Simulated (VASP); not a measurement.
Cu, 1 atom in the cell. The structure is cubic, space group Pm-3m (No. 221). The conventional cell has a = 2.358 Å, b = 2.358 Å, c = 2.358 Å, α = 90.00°, β = 90.00°, γ = 90.00°. Within 3.1 Å of Cu (site symmetry m-3m) lie 6 Cu at 2.36 Å. 

| Quantity | Value |
| --- | --- |
| Program | VASP 6.6.1 |
| Task | single point |
| Functional | PBEsol |
| Potentials or basis | VASP PAW PBE potentials, release 64 (Cu) |
| Cutoff | 520 eV |
| k mesh | 10 × 10 × 10 |
| Occupations | methfessel-paxton, width 0.05 eV |
| Spin | no spin polarisation |
| Dipole correction | no |
| Further INCAR settings | ALGO = Normal; EDIFF = 1e-06; NBANDS = 12 |

Potentials or basis: VASP PAW PBE potentials, release 64 (Cu).

Run with:

```bash
$ cat potpaw_PBE.64/Cu/POTCAR > POTCAR
$ mpirun -np 1 vasp_std > vasp.out
```

Hardware: 1 thread of Intel(R) Xeon(R) 6975P-C (Granite Rapids), on a shared host.

Q: How long does it take, and how much memory?

A: It took 3.1 s on 1 thread of Intel(R) Xeon(R) 6975P-C (Granite Rapids), with other jobs on the host, peak memory 0.12 GiB. Counts: scf iterations 11, k points 56.
